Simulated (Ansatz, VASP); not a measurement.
Ca: VASP beside Ansatz

POSCAR

```
Ca
1.0
    0.0000000000      2.7942000000      2.7942000000
    2.6544900000      0.0000000000      2.7942000000
    2.6544900000      2.7942000000      0.0000000000
Ca
1
Direct
    0.0000000000      0.0000000000      0.0000000000
```

File INCAR.step1:

```
  ALGO = Normal
  EDIFF = 1E-4
  ENCUT = 520
  GGA = PE
  ISMEAR = 0
  LASPH = T
  LCHARG = F
  LREAL = F
  LWAVE = T
  NBANDS = 11
  NELM = 60
  PREC = Accurate
  SIGMA = 0.15
```

INCAR.step2

```
  ALGO = Normal
  EDIFF = 1E-6
  ENCUT = 520
  ISIF = 2
  ISMEAR = 0
  ISTART = 1
  LASPH = T
  LCHARG = F
  LMIXTAU = T
  LREAL = F
  LWAVE = F
  METAGGA = R2SCAN
  NBANDS = 11
  NELM = 60
  PREC = Accurate
  SIGMA = 0.15
```

The input KPOINTS:

```
k-points
0
Gamma
  14 14 14
```

Input for Ansatz:

```yaml
crystal:
  lattice:
    - [0.0, 2.7942, 2.7942]
    - [2.65449, 0.0, 2.7942]
    - [2.65449, 2.7942, 0.0]
  atoms:
    - { symbol: Ca, position: [0.0, 0.0, 0.0] }
basis:
  ecutwfc: 500
kpoints:
  mp_grid: { grid: [14, 14, 14] }
hamiltonian:
  xc: r2scan
scf:
  occupations: { method: gaussian, width: 0.15 }
output:
  forces: true
  stress: true
  eigenvalues: true
```

Change from the starting cell: strain -0.0500 x Voigt [1, 0, 0, 0, 0, 0], atoms carried along.

Alike in both runs: task single point; functional r2SCAN; k mesh 14 × 14 × 14; occupations gaussian, width 0.15 eV; no spin polarisation.

```csv
,VASP,Ansatz
version,VASP 6.6.1,Ansatz 0.2.0
potentials or method,"VASP PAW PBE potentials, release 64 (Ca_sv), cutoff 520 eV","scalar-relativistic, plane waves, PAW"
valence electrons in the cell,10,10
```

```tsv
	VASP	Ansatz	Ansatz less VASP
gap on the k mesh at the Fermi level (eV)	none	none	-
pressure (GPa)	0.8	0.8	-0.05
traceless stress, the component that is largest in VASP (GPa)	0.19	0.19	0.000
```

VASP's potentials were made for PBE, not for r2SCAN. A gap of «none» marks a metal or a gap that the smearing closes.
